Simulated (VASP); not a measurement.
Input of a VASP 6.6.1 run:

File POSCAR:

```
C
1.0
    0.0000000000      1.7834400000      1.7834400000
    1.7834400000      0.0000000000      1.7834400000
    1.7834400000      1.7834400000      0.0000000000
C
2
Direct
    0.5000000000      0.5000000000      0.5000000000
    0.7500000000      0.7500000000      0.7500000000
```

File INCAR.step1:

```
SYSTEM = C
PREC = Accurate ; ENCUT = 660
ISMEAR = 0 ; SIGMA = 0.05
LREAL = .FALSE. ; LASPH = .TRUE.
NELM = 120 ; NBANDS = 11
GGA = PE ; ALGO = Normal
EDIFF = 1E-5 ; LWAVE = .TRUE.
LCHARG = .FALSE. ; GGA_COMPAT = .FALSE.
```

INCAR.step2

```
SYSTEM = C
PREC = Accurate ; ENCUT = 660
EDIFF = 1E-6 ; ISMEAR = 0
SIGMA = 0.05 ; LREAL = .FALSE.
LASPH = .TRUE. ; NELM = 120
ALGO = Normal ; ISIF = 2
LWAVE = .FALSE. ; LCHARG = .FALSE.
METAGGA = R2SCAN ; LMIXTAU = .TRUE.
NBANDS = 11 ; ISTART = 1
GGA_COMPAT = .FALSE.
```

Contents of KPOINTS:

```
regular mesh
0
G
  12 12 12
  0 0 0
```

Potentials or basis: VASP PAW PBE potentials, release 64 (C).

The run is started by

```console
$ cat potpaw_PBE.64/C/POTCAR > POTCAR
$ cp INCAR.step1 INCAR
$ mpirun -np 1 vasp_std > vasp.out
$ cp INCAR.step2 INCAR
$ mpirun -np 1 vasp_std > vasp.out
```

Problem. What does it give for the band gap on the k mesh?

Solution. 4.34 eV, indirect (least direct gap 5.84 eV).

Problem. What does it give for the pressure?

Solution. -2.4 GPa.

Caveat: the PAW data sets were made with another functional, which shifts forces and pressure a little. A k mesh can miss the band edges.
